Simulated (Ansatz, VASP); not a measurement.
NaBe4: VASP beside Ansatz

File INCAR:

```
SYSTEM = NaBe4
  PREC = Accurate
  ENCUT = 520
  EDIFF = 1E-6
  ISMEAR = 0
  SIGMA = 0.2
  LREAL = .False.
  LASPH = .True.
  NELM = 80
  ALGO = Normal
  ISIF = 2
  LWAVE = .False.
  LCHARG = .True.
  GGA = PE
  LELF = .True.
  LVHAR = .True.
  NBANDS = 26
```

The input KPOINTS:

```
regular mesh
0
Gamma
  6 6 4
  0 0 0
```

The input POSCAR:

```
NaBe4
1.0
    0.0000000000      3.9784948307      0.0000000000
    0.0000000000      0.0000000000      3.9784948307
    7.9569896614      0.0000000000      0.0000000000
Na Be
2 8
Direct
    0.5000000000      0.5000000000      0.2500000000
    0.5000000000      0.5000000000      0.7500000000
    1.0000000000      0.0000000000      0.2500000000
    1.0000000000      0.0000000000      0.7500000000
    0.5000000000      0.0000000000      0.0000000000
    0.5000000000      0.0000000000      0.5000000000
    1.0000000000      0.5000000000      0.0000000000
    1.0000000000      0.5000000000      0.5000000000
    1.0000000000      1.0000000000      0.0000000000
    1.0000000000      0.0000000000      0.5000000000
```

Input for Ansatz:

```yaml
crystal:
  lattice:
    - [0.0, 3.9784948307, 0.0]
    - [0.0, 0.0, 3.9784948307]
    - [7.9569896614, 0.0, 0.0]
  atoms:
    - { symbol: Na, position: [0.5, 0.5, 0.25] }
    - { symbol: Na, position: [0.5, 0.5, 0.75] }
    - { symbol: Be, position: [1.0, 0.0, 0.25] }
    - { symbol: Be, position: [1.0, 0.0, 0.75] }
    - { symbol: Be, position: [0.5, 0.0, 0.0] }
    - { symbol: Be, position: [0.5, 0.0, 0.5] }
    - { symbol: Be, position: [1.0, 0.5, 0.0] }
    - { symbol: Be, position: [1.0, 0.5, 0.5] }
    - { symbol: Be, position: [1.0, 1.0, 0.0] }
    - { symbol: Be, position: [1.0, 0.0, 0.5] }
basis:
  ecutwfc: 420
kpoints:
  mp_grid: { grid: [6, 6, 4] }
hamiltonian:
  xc: pbe
scf:
  occupations: { method: gaussian, width: 0.2 }
  lower_state_search: "off"
output:
  forces: true
  stress: true
  eigenvalues: true
```

Alike in both runs: task single point; functional PBE; k mesh 6 × 6 × 4; occupations gaussian, width 0.2 eV; no spin polarisation.

|  | VASP | Ansatz |
| --- | --- | --- |
| version | VASP 6.6.1 | Ansatz 0.2.0 |
| potentials or method | VASP PAW PBE potentials, release 64 (Na_pv, Be), cutoff 520 eV | scalar-relativistic, plane waves, PAW |
| valence electrons in the cell | 30 | 34 |

|  | VASP | Ansatz | Ansatz less VASP |
| --- | --- | --- | --- |
| gap on the k mesh at the Fermi level (eV) | none | none | - |
| pressure (GPa) | 0.1 | 0.0 | -0.07 |

A gap of «none» marks a metal or a gap that the smearing closes. VASP's potentials hold 30 valence electrons a cell and Ansatz's 34, so a difference there can come from the potentials and not from the codes.
